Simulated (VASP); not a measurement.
A run of VASP 6.6.1:

INCAR

```
SYSTEM = FeO
ALGO = Normal ; EDIFF = 1E-6
ENCUT = 600 ; GGA = PS
GGA_COMPAT = .FALSE. ; ISIF = 2
ISMEAR = -1 ; ISPIN = 2
LASPH = .TRUE. ; LCHARG = .FALSE.
LMAXMIX = 4 ; LORBIT = 11
LREAL = .FALSE. ; LWAVE = .FALSE.
MAGMOM = 3 0 ; NBANDS = 22
NELM = 200 ; PREC = Accurate
SIGMA = 0.05
```

Contents of KPOINTS:

```
k-points
0
G
  9 9 9
  0 0 0
```

Contents of POSCAR:

```
FeO
1.0
    0.0000000000      2.0691840000      2.1554000000
    2.0691840000      0.0000000000      2.1554000000
    2.0691840000      2.0691840000      0.0000000000
Fe O
1 1
Direct
    0.0000000000      0.0000000000      0.0000000000
    0.5000000000      0.5000000000      0.5000000000
```

Potentials or basis: VASP PAW PBE potentials, release 64 (Fe_sv, O).

The run is started by

```sh
$ cat potpaw_PBE.64/Fe_sv/POTCAR potpaw_PBE.64/O/POTCAR > POTCAR
$ mpirun -np 1 vasp_std > vasp.out
```

Hardware: 1 thread of Intel(R) Xeon(R) 6975P-C (Granite Rapids) (shared host).

How long does it take, and how much memory?

It took 53 s on 1 thread of Intel(R) Xeon(R) 6975P-C (Granite Rapids) (shared host), peak memory 0.18 GiB. Counts: scf iterations 14, k points 75.
